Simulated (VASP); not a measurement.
Ti:

```xyz
2
Lattice="2.9500 0.0000 0.0000 -1.4750 2.5548 0.0000 0.0000 0.0000 4.6800" Properties=species:S:1:pos:R:3 pbc="T T T"
Ti    0.0000    1.7032    1.1700
Ti    1.4750    0.8516    3.5100
```

Base run:

```yaml
Program: VASP 6.6.1
Functional: r2SCAN
Potentials_or_basis: VASP PAW PBE potentials, release 64 (Ti_sv)
Cutoff: 550 eV
k_mesh: 12 × 12 × 7
Occupations: fermi-dirac, width 0.05 eV
Spin: no spin polarisation
```

Its results: band gap on the k mesh zero (band 12 reaches 9.09 eV, above the bottom of band 13 at 7.84 eV); pressure -1.7 GPa.

Question: The run is repeated on the same cell with these changes: functional from r2SCAN to revPBE; cutoff from 550 eV to 500 eV. What comes out?

Answer: Band gap on the k mesh zero (band 12 reaches 9.03 eV, above the bottom of band 13 at 7.96 eV); pressure 0.5 GPa.

Caveats: the PAW data sets were made with another functional, which shifts forces and pressure a little.
